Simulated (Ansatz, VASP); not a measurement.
## Two plane-wave programs on NaI

```xyz
2
Lattice="0.0000 3.1313 3.1313 3.1313 0.0000 3.1313 3.1313 3.1313 0.0000" Properties=species:S:1:pos:R:3 pbc="T T T"
Na    0.0000    0.0000    0.0000
I     3.1313    3.1313    3.1313
```

Alike in both runs: functional LDA; k mesh 6 × 6 × 6; occupations gaussian, width 0.02 eV; no spin polarisation.

Ansatz relaxed the structure, and its values are those at the end. VASP's run is a single point on that final structure, the one shown.

|  | VASP | Ansatz |
| --- | --- | --- |
| version | VASP 6.6.1 | Ansatz 0.2.0 |
| potentials or method | VASP PAW LDA potentials, release 64 (Na_pv, I), cutoff 520 eV | scalar-relativistic, plane waves, PAW |
| valence electrons in the cell | 14 | 26 |

```csv
,VASP,Ansatz,Ansatz less VASP
gap on the k mesh at the Fermi level (eV),3.63,3.62,-0.014
least direct gap on the mesh (eV),3.63,3.62,-0.014
pressure (GPa),0.0,0.0,-0.04
```

LDA's correlation is that of Perdew and Zunger in VASP and of Perdew and Wang (1992) in Ansatz. VASP's potentials hold 14 valence electrons a cell and Ansatz's 26, so a difference there can come from the potentials and not from the codes.

Neither program's run includes spin-orbit coupling.
